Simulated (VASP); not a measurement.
Wanted: the native input for a VASP 6.6.1 run.

```
Task                   : single point
Functional             : PBE
Potentials or basis    : VASP PAW PBE potentials, release 64 (Zn, O)
Cutoff                 : 520 eV
k mesh                 : 15 × 15 × 15
Occupations            : fermi-dirac, width 0.0612256 eV
Spin                   : no spin polarisation
Dipole correction      : no
Further INCAR settings : ALGO = Normal; EDIFF = 1e-07; NBANDS = 16
```

The structure of ZnO (rock salt type) lies in POSCAR:

```
ZnO
1.0
    0.0000000000      2.1644094689      2.1644094689
    2.1644094689      0.0000000000      2.1644094689
    2.1644094689      2.1644094689      0.0000000000
Zn O
1 1
Direct
    0.0000000000      0.0000000000      0.0000000000
    0.5000000000      0.5000000000      0.5000000000
```

These files were run (other wordings do the same):

INCAR

```
SYSTEM = ZnO
PREC = Accurate
ENCUT = 520
EDIFF = 1E-7
ISMEAR = -1
SIGMA = 0.06122561905347299
LREAL = .False.
LASPH = .True.
NELM = 80
ALGO = Normal
ISIF = 2
LWAVE = .False.
LCHARG = .False.
GGA = PE
NBANDS = 16
```

KPOINTS

```
Automatic mesh
0
Gamma
  15 15 15
  0 0 0
```

Potentials or basis: VASP PAW PBE potentials, release 64 (Zn, O).

The run is started by

```console
$ cat potpaw_PBE.64/Zn/POTCAR potpaw_PBE.64/O/POTCAR > POTCAR
$ mpirun -np 1 vasp_std > vasp.out
```

It gave:

The pressure is 1.1 GPa. The band gap on the k mesh is 0.74 eV, indirect (least direct gap 1.97 eV).

Wall time 20 s on 1 thread of Intel(R) Xeon(R) Platinum 8375C CPU @ 2.90GHz (Ice Lake), with other jobs on the host, peak memory 0.16 GiB.
